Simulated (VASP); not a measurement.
# SbPt (P6_3/mmc) in VASP: a series of runs

Runs on SbPt. Level: PBEsol. Tasks: single point.

Everything below comes from runs of VASP 6.6.1. Logs are shortened: lines on timing, memory, paths and dates and some standing lists are left out, and cuts for length are marked.

## (1) The cell of the first run

The structure is hexagonal, space group P6_3/mmc (No. 194). Conventional cell: a = 4.036 Å, b = 4.036 Å, c = 5.358 Å, α = 90.00°, β = 90.00°, γ = 120.00°. Within 3.5 Å of Pt (site symmetry -3m) lie 2 Pt at 2.68 Å and 6 Sb at 2.69 Å. Within 3.5 Å of Sb (site symmetry -6m2) lie 6 Pt at 2.69 Å.

## (2) Single point, PBEsol

INCAR reads:

```
SYSTEM = SbPt
ALGO = Normal
EDIFF = 1E-6
ENCUT = 520
GGA = PS
ISIF = 2
ISMEAR = -1
LASPH = .TRUE.
LCHARG = .FALSE.
LREAL = .FALSE.
LWAVE = .FALSE.
NBANDS = 23
NELM = 60
PREC = Accurate
SIGMA = 0.05
```

KPOINTS reads:

```
k-points
0
G
  8 8 5
  0 0 0
```

POSCAR reads:

```
SbPt
1.0
    4.0358947679      0.0000000000      0.0000000000
   -2.0179473840      3.4951873960      0.0000000000
    0.0000000000      0.0000000000      5.3583360147
Pt Sb
2 2
Direct
    0.0000000000      0.0000000000      0.5000000000
    0.0000000000      0.0000000000      0.0000000000
    0.6666666667      0.3333333333      0.7500000000
    0.3333333333      0.6666666667      0.2500000000
```

Potentials or basis: VASP PAW PBE potentials, release 64 (Pt, Sb).

Run with:

```bash
cat potpaw_PBE.64/Pt/POTCAR potpaw_PBE.64/Sb/POTCAR > POTCAR
mpirun -np 1 vasp_std > vasp.out
```

OUTCAR:

```text
SYSTEM = SbPt
   EDIFF = 1E-6
   ENCUT = 520
   GGA = PS
   ISIF = 2
   ISMEAR = -1
   LASPH = .TRUE.
   LREAL = .FALSE.
   NELM = 60
   PREC = Accurate

 ion  position               nearest neighbor table
   1  0.000  0.000  0.500-   2 2.68   2 2.68   4 2.69   3 2.69   3 2.69   4 2.69   3 2.69   4 2.69

   2  0.000  0.000  0.000-   1 2.68   1 2.68   4 2.69   3 2.69   3 2.69   4 2.69   3 2.69   4 2.69

   3  0.667  0.333  0.750-   1 2.69   2 2.69   1 2.69   2 2.69   1 2.69   2 2.69   4 3.55   4 3.55
                             4 3.55   4 3.55   4 3.55   4 3.55
   4  0.333  0.667  0.250-   1 2.69   2 2.69   1 2.69   2 2.69   1 2.69   2 2.69   3 3.55   3 3.55
                             3 3.55   3 3.55   3 3.55   3 3.55

  LATTYP: Found a hexagonal cell.
 ALAT       =     4.0358947679
 C/A-ratio  =     1.3276699029

  Lattice vectors:

 A1 = (   4.0358947679,   0.0000000000,   0.0000000000)
 A2 = (  -2.0179473840,   3.4951873960,   0.0000000000)
 A3 = (   0.0000000000,   0.0000000000,   5.3583360147)

Analysis of symmetry for initial positions (statically):
=====================================================================
 Subroutine PRICEL returns:
 Original cell was already a primitive cell.

 Routine SETGRP: Setting up the symmetry group for a
 hexagonal supercell.

 Subroutine GETGRP returns: Found 24 space group operations
 (whereof 12 operations were pure point group operations)
 out of a pool of 24 trial point group operations.

The static configuration has the point symmetry D_3d.
 The point group associated with its full space group is D_6h.

Analysis of symmetry for dynamics (positions and initial velocities):
=====================================================================
 Subroutine PRICEL returns:
 Original cell was already a primitive cell.

 Routine SETGRP: Setting up the symmetry group for a
 hexagonal supercell.

 Subroutine GETGRP returns: Found 24 space group operations
 (whereof 12 operations were pure point group operations)
 out of a pool of 24 trial point group operations.

The dynamic configuration has the point symmetry D_3d.
 The point group associated with its full space group is D_6h.

 Subroutine INISYM returns: Found 24 space group operations
 (whereof 12 operations are pure point group operations),
 and found     1 'primitive' translations

----------------------------------------------------------------------------------------

                                     Primitive cell

  volume of cell :      75.5858

  direct lattice vectors                    reciprocal lattice vectors
     4.035894768  0.000000000  0.000000000     0.247776530  0.143053846  0.000000000
    -2.017947384  3.495187396  0.000000000     0.000000000  0.286107692  0.000000000
     0.000000000  0.000000000  5.358336015     0.000000000  0.000000000  0.186625101

  length of vectors
     4.035894768  4.035894768  5.358336015     0.286107692  0.286107692  0.186625101

  position of ions in fractional coordinates (direct lattice)
     0.000000000  0.000000000  0.500000000
     0.000000000  0.000000000  0.000000000
     0.666666667  0.333333333  0.750000000
     0.333333333  0.666666667  0.250000000

  ion indices of the primitive-cell ions
   primitive index   ion index
                 1           1
                 2           2
                 3           3
                 4           4

----------------------------------------------------------------------------------------

 KPOINTS: k-points

Automatic generation of k-mesh.
 Grid dimensions read from file:
 generate k-points for:    8    8    5

 Generating k-lattice:

  Cartesian coordinates                     Fractional coordinates (reciprocal lattice)
     0.030972066  0.017881731  0.000000000     0.125000000  0.000000000  0.000000000
     0.000000000  0.035763462  0.000000000     0.000000000  0.125000000  0.000000000
     0.000000000  0.000000000  0.037325020     0.000000000  0.000000000  0.200000000

  Length of vectors
     0.035763462  0.035763462  0.037325020

  Shift w.r.t. Gamma in fractional coordinates (k-lattice)
     0.000000000  0.000000000  0.000000000

 Subroutine IBZKPT returns following result:
 ===========================================

 Found     30 irreducible k-points:

 Following reciprocal coordinates:
            Coordinates               Weight
  0.000000  0.000000  0.000000      1.000000
  0.125000  0.000000  0.000000      6.000000
  0.250000  0.000000  0.000000      6.000000
  0.375000  0.000000  0.000000      6.000000
  0.500000  0.000000  0.000000      3.000000
  0.125000  0.125000  0.000000      6.000000
[... 16 lines left out ...]
  0.250000  0.000000  0.400000     12.000000
  0.375000  0.000000  0.400000     12.000000
 [... further k-points ...]
   k-points           NKPTS =     30   k-points in BZ     NKDIM =     30   number of bands    NBANDS=     23
   number of dos      NEDOS =    301   number of ions     NIONS =      4
   total plane-waves  NPLWV =  36000
   dimension x,y,z NGX =    30 NGY =   30 NGZ =   40
   dimension x,y,z NGXF=    60 NGYF=   60 NGZF=   80
   ions per type =               2   2
   NGX,Y,Z   is equivalent  to a cutoff of  12.36, 12.36, 12.41 a.u.
   NGXF,Y,Z  is equivalent  to a cutoff of  24.72, 24.72, 24.82 a.u.
 SYSTEM =  SbPt
   PREC   = accura    normal or accurate (medium, high low for compatibility)
   ISTART =      0    job   : 0-new  1-cont  2-samecut
   ICHARG =      2    charge: 1-file 2-atom 10-const
   ISPIN  =      1    spin polarized calculation?
   LNONCOLLINEAR =      F non collinear calculations
   LSORBIT =      F    spin-orbit coupling
   LASPH  =      T    aspherical Exc in radial PAW
   ENCUT  =  520.0 eV  38.22 Ry    6.18 a.u.   7.50  7.50  9.96*2*pi/ulx,y,z
   NELM   =     60;   NELMIN=  2; NELMDL= -5     # of ELM steps
   EDIFF  = 0.1E-05   stopping-criterion for ELM
   LREAL  =      F    real-space projection
   EDIFFG = 0.1E-04   stopping-criterion for IOM
   NSW    =      0    number of steps for IOM
   IBRION =     -1    ionic relax: 0-MD 1-quasi-New 2-CG
   NFREE  =      0    steps in history (QN), initial steepest desc. (CG)
   ISIF   =      2    stress and relaxation
   ISYM   =      2    0-nonsym 1-usesym 2-fastsym
   POTIM  = 0.5000    time-step for ionic-motion
   TEBEG  =    0.0;   TEEND  =   0.0 temperature during run
   PSTRESS=    0.0 pullay stress
   NELECT =      30.0000    total number of electrons
   NUPDOWN=      -1.0000    fix difference up-down
   EMIN   =  10.00;   EMAX   =-10.00  energy-range for DOS
   EFERMI =   0.00;   METHOD = LEGACY
   ISMEAR =    -1;   SIGMA  =   0.05  broadening in eV -4-tet -1-fermi 0-gaus
   EFERMI_NEDOS =   21; number of points for ismear=-14 and -15
   IALGO  =     38    algorithm
   IMIX   =      4    mixing-type and parameters
     AMIX     =   0.40;   BMIX     =  1.00
     AMIX_MAG =   1.60;   BMIX_MAG =  1.00
  volume/ion in A,a.u.               =      18.90       127.52
  Fermi-wavevector in a.u.,A,eV,Ry     =   1.203100  2.273530 19.693757  1.447450
  Thomas-Fermi vector in A             =   2.338863
   LORBIT       =      0    0 simple, 1 ext, 2 COOP (PROOUT), +10 PAW based schemes
   GGA     = PS    functional components
   LHFCALC =     F    Hartree Fock is set to
   AEXX    =    0.0000 exact exchange contribution
   IVDW    =     0    specifies the selected vdW correction
   LEPSILON=     F    determine dielectric tensor
   LRPA    =     F    only Hartree local field effects (RPA)
 non-spin polarized calculation
  energy-cutoff  :      520.00
  volume of cell :       75.59
 maximum number of plane-waves:      2051
 NGX is ok and might be reduce to    30
   NGX = 15   NGY = 15   NGZ = 19

 number of electron      29.9999997 magnetization

 Free energy of the ion-electron system (eV)
  ---------------------------------------------------
  ext. energy  EPLUGINS =         0.00000000
  ---------------------------------------------------
  free energy    TOTEN  =       -24.44564338 eV

  energy without entropy =      -24.42911806  energy(sigma->0) =      -24.43738072

 E-fermi :  11.2566     XC(G=0): -11.9453

 val. band max:       11.2300949663   @ k =   0.2500   0.0000   0.0000
 cond. band min:      11.2571575516   @ k =   0.3750   0.0000   0.0000
 fundamental gap:      0.0270625853
 Fermi energy:        11.2566187051

 k-point     1 :       0.0000    0.0000    0.0000
  band No.  band energies     occupation
      1      -2.4620      2.00000
      2       1.9456      2.00000
      3       3.5391      2.00000
      4       4.5897      2.00000
      5       4.5897      2.00000
      6       4.6478      2.00000
[... 15 lines left out ...]
     22      16.4683      0.00000
     23      19.3711      0.00000

 k-point     2 :       0.1250    0.0000    0.0000
  band No.  band energies     occupation
      1      -2.2541      2.00000
      2       1.6848      2.00000
      3       3.7848      2.00000
      4       4.6043      2.00000
      5       4.6410      2.00000
      6       4.9857      2.00000
[... 15 lines left out ...]
     22      17.5397      0.00000
     23      17.7112      0.00000

 k-point     3 :       0.2500    0.0000    0.0000
  band No.  band energies     occupation
      1      -1.6528      2.00000
      2       1.2044      2.00000
      3       4.3454      2.00000
      4       4.4772      2.00000
      5       4.7159      2.00000
      6       5.3940      2.00000
[... 15 lines left out ...]
     22      17.4317      0.00000
     23      17.9120      0.00000
[... 495 lines left out ...]
 k-point    23 :       0.2500    0.0000    0.4000
  band No.  band energies     occupation
      1      -0.8640      2.00000
      2      -0.0186      2.00000
      3       4.4047      2.00000
      4       4.8305      2.00000
      5       5.3928      2.00000
      6       5.8034      2.00000
[... 15 lines left out ...]
     22      19.0679      0.00000
     23      19.1339      0.00000

 k-point    24 :       0.3750    0.0000    0.4000
  band No.  band energies     occupation
      1      -0.1593      2.00000
      2       0.3432      2.00000
      3       3.9161      2.00000
      4       4.2037      2.00000
      5       5.3815      2.00000
      6       5.7959      2.00000
[... 15 lines left out ...]
     22      19.6515      0.00000
     23      20.1303      0.00000

 [... further k-points ...]

------------------------ aborting loop because EDIFF is reached ----------------------------------------

  FORCE on cell =-STRESS in cart. coord.  units (eV):
  Direction    XX          YY          ZZ          XY          YZ          ZX
  --------------------------------------------------------------------------------------
  -------------------------------------------------------------------------------------
  Total        6.8248987      6.8248987      7.1680970     -0.0000000      0.0000000     -0.0000000
  in kB      144.6660245    144.6660245    151.9407312     -0.0000000      0.0000000     -0.0000000
  external PRESSURE =     147.0909267 kB  Pullay stress =       0.0000000 kB

 VOLUME and BASIS-vectors are now :
 -----------------------------------------------------------------------------
  energy-cutoff  :      520.00
  volume of cell :       75.59
      direct lattice vectors                 reciprocal lattice vectors
     4.035894768  0.000000000  0.000000000     0.247776530  0.143053846  0.000000000
    -2.017947384  3.495187396  0.000000000     0.000000000  0.286107692  0.000000000
     0.000000000  0.000000000  5.358336015     0.000000000  0.000000000  0.186625101

 POSITION                                       TOTAL-FORCE (eV/Angst)
 -----------------------------------------------------------------------------------
      0.00000      0.00000      2.67917        -0.000000      0.000000     -0.000000
      0.00000      0.00000      0.00000        -0.000000      0.000000     -0.000000
      2.01795      1.16506      4.01875         0.000000     -0.000000      0.000000
     -0.00000      2.33012      1.33958        -0.000000      0.000000      0.000000
 -----------------------------------------------------------------------------------
    total drift:                                0.000000     -0.000000      0.000000

  FREE ENERGIE OF THE ION-ELECTRON SYSTEM (eV)
  ---------------------------------------------------
  free  energy   TOTEN  =       -24.4456433811 eV

  energy  without entropy=      -24.4291180551  energy(sigma->0) =      -24.43738072
```

Run time: 31 s. Hardware: 1 thread of Intel Xeon Platinum 8375C at 2.90GHz (Ice Lake), shared host; peak memory 0.2 GiB.

Results:

```yaml
Free_energy: -24.4456 eV
Pressure: 14.7 GPa
Band_gap_on_the_k_mesh: zero (band 15 reaches 13.13 eV, above the bottom of band 16 at 9.90 eV)
```

Caveat: the PAW data sets were made with another functional, which shifts forces and pressure a little; spin-orbit coupling is left out, which moves the levels of the heavy elements.

[end of part 1 of 2]
